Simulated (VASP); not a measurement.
Runs of VASP 6.6.1 on GaN. The structure is that of space group F-43m (No. 216), or close to it. The cells are those of the table. 

```csv
cell,gap on the mesh (eV),pressure (GPa),largest force (eV/Å)
"a = 3.240, b = 3.216, c = 3.216 Å, angles 59.5, 59.8, 59.8°, 2 atoms",1.52,0.2,0.11
"a = 3.252, b = 3.216, c = 3.216 Å, angles 59.3, 59.6, 59.6°, 2 atoms",1.50,0.2,0.16
"a = 3.301, b = 3.217, c = 3.217 Å, angles 58.3, 59.1, 59.1°, 2 atoms",1.40,0.8,0.37
"a = 3.120, b = 3.217, c = 3.217 Å, angles 62.0, 61.0, 61.0°, 2 atoms",1.37,(b),(c)
"a = 3.228, b = 3.216, c = 3.216 Å, angles 59.8, 59.9, 59.9°, 2 atoms",1.53,0.1,0.05
"a = 3.289, b = 3.217, c = 3.217 Å, angles 58.5, 59.3, 59.3°, 2 atoms",1.43,0.6,0.32
"a = 3.168, b = 3.216, c = 3.216 Å, angles 61.0, 60.5, 60.5°, 2 atoms",1.48,0.3,0.21
"a = 3.277, b = 3.217, c = 3.217 Å, angles 58.8, 59.4, 59.4°, 2 atoms",(a),0.4,0.27
```

Alike in all rows: task single point; level PBE; potentials or basis VASP PAW PBE potentials, release 64 (Ga_d, N); no spin polarisation; k mesh 10 × 10 × 10; cutoff (eV) 520; smearing gaussian 0.05 eV.

**Question.** Fill in the values left out.

**Answer.** (a) 1.45; (b) 0.9; (c) 0.43.

A k mesh can miss the band edges, and the runs leave out spin-orbit coupling on Ga.
